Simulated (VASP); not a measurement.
Runs of VASP 6.6.1 on Al2O3. The structure is that of space group P-3m1 (No. 164), or close to it. The cells are those of the table. 

| cell | gap on the mesh (eV) | pressure (GPa) | largest force (eV/Å) |
| --- | --- | --- | --- |
| a = 2.897, b = 2.897, c = 7.272 Å, angles 90.0, 90.0, 120.0°, 5 atoms | (d) | 19.4 | 1.27 |
| a = 2.897, b = 2.897, c = 6.969 Å, angles 90.0, 90.0, 120.0°, 5 atoms | 4.70 | 33.7 | 4.47 |
| a = 2.776, b = 2.776, c = 7.878 Å, angles 90.0, 90.0, 120.0°, 5 atoms | 2.33 | 20.9 | 3.72 |
| a = 2.776, b = 2.776, c = 7.575 Å, angles 90.0, 90.0, 120.0°, 5 atoms | 3.19 | 30.6 | 2.29 |
| a = 2.897, b = 2.897, c = 7.878 Å, angles 90.0, 90.0, 120.0°, 5 atoms | 2.32 | 1.1 | 2.45 |
| a = 2.776, b = 2.776, c = 8.181 Å, angles 90.0, 90.0, 120.0°, 5 atoms | (b) | 13.6 | 4.57 |
| a = 2.776, b = 2.776, c = 6.969 Å, angles 90.0, 90.0, 120.0°, 5 atoms | (a) | (c) | 3.09 |
| a = 2.897, b = 2.897, c = 7.575 Å, angles 90.0, 90.0, 120.0°, 5 atoms | 3.09 | 8.8 | 0.97 |
| a = 3.017, b = 3.017, c = 6.969 Å, angles 90.0, 90.0, 120.0°, 5 atoms | 4.44 | 15.5 | 5.38 |
| a = 2.776, b = 2.776, c = 7.272 Å, angles 90.0, 90.0, 120.0°, 5 atoms | 4.06 | 43.5 | 2.00 |

Alike in all rows: task single point; level r2SCAN; potentials or basis VASP PAW PBE potentials, release 64 (Al, O); no spin polarisation; k mesh 12 × 12 × 4; cutoff (eV) 520; smearing gaussian 0.05 eV.

Task: Estimate the missing entries.

Result: (a) 4.95; (b) 1.51; (c) 60.6; (d) 3.89.

Caveats: the PAW data sets were made with another functional, which shifts forces and pressure a little; the cell stands under pressure (at least some runs).

A k mesh can miss the band edges.
